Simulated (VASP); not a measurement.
A run of VASP 6.6.1:

File INCAR:

```
SYSTEM = Pt
PREC = Accurate
ENCUT = 520
EDIFF = 1E-6
ISMEAR = 0
SIGMA = 0.15
LREAL = .False.
LASPH = .True.
NELM = 60
ALGO = Fast
ISIF = 2
LWAVE = .False.
LCHARG = .False.
NBANDS = 17
```

KPOINTS

```
regular mesh
0
Gamma
  18 18 10
  0 0 0
```

POSCAR

```
Pt
1.0
    2.6404892193      0.0000000000      0.0000000000
   -1.3202446096      2.2867307423      0.0000000000
    0.0000000000      0.0000000000      4.5604625585
Pt
2
Direct
    0.6138639516      0.3333333333      0.7500000000
    0.3861360484      0.6666666667      0.2500000000
```

Potentials or basis: VASP PAW LDA potentials, release 64 (Pt).

The run is started by

```console
$ cat potpaw_LDA.64/Pt/POTCAR > POTCAR
$ mpirun -np 1 vasp_std > vasp.out
```

Hardware: 1 thread of Intel Xeon 8259CL, with other jobs on the host.

Task: How long does it take, and how much memory?

Result: It took 9.8 min on 1 thread of Intel Xeon 8259CL, on a shared host, peak memory 0.46 GiB. Counts: scf iterations 12, k points 984.
